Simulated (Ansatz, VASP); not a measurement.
One calculation of PtS2, two programs

```
Pt S
1.0
     3.32620    0.00000    0.00000
    -1.66310    2.88057    0.00000
     0.00000    0.00000    6.17180
Pt S
1 2
Cartesian
  0.0000 0.0000 0.0000
  0.0000 1.9204 1.3753
  1.6631 0.9602 4.7965
```

Alike in both runs: functional PBE; k mesh 9 × 9 × 4; occupations gaussian, width 0.05 eV; no spin polarisation.

Ansatz relaxed the structure, and its values are those at the end. VASP's run is a single point on that final structure, the one shown.

|  | VASP | Ansatz |
| --- | --- | --- |
| version | VASP 6.6.1 | Ansatz 0.2.0 |
| potentials or method | VASP PAW PBE potentials, release 64 (Pt, S), cutoff 520 eV | scalar-relativistic, plane waves, PAW |
| valence electrons in the cell | 22 | 30 |

Ansatz gave:

| Item | Value |
| --- | --- |
| gap on the k mesh at the Fermi level (eV) | 1.22 |
| least direct gap on the mesh (eV) | 1.42 |
| pressure (GPa) | 10.4 |
| rms of the force components (eV/Å) | 0.000 |

Q: What did VASP give for the same quantities?

A: gap on the k mesh at the Fermi level (eV): 1.22; least direct gap on the mesh (eV): 1.41; pressure (GPa): 9.9; rms of the force components (eV/Å): 0.023.

The functional is the same, so the differences come from potentials, cutoffs and numerics. VASP's potentials hold 22 valence electrons a cell and Ansatz's 30, so a difference there can come from the potentials and not from the codes. Ansatz's warnings: stress scf threshold loose.

Spin-orbit coupling is off throughout.
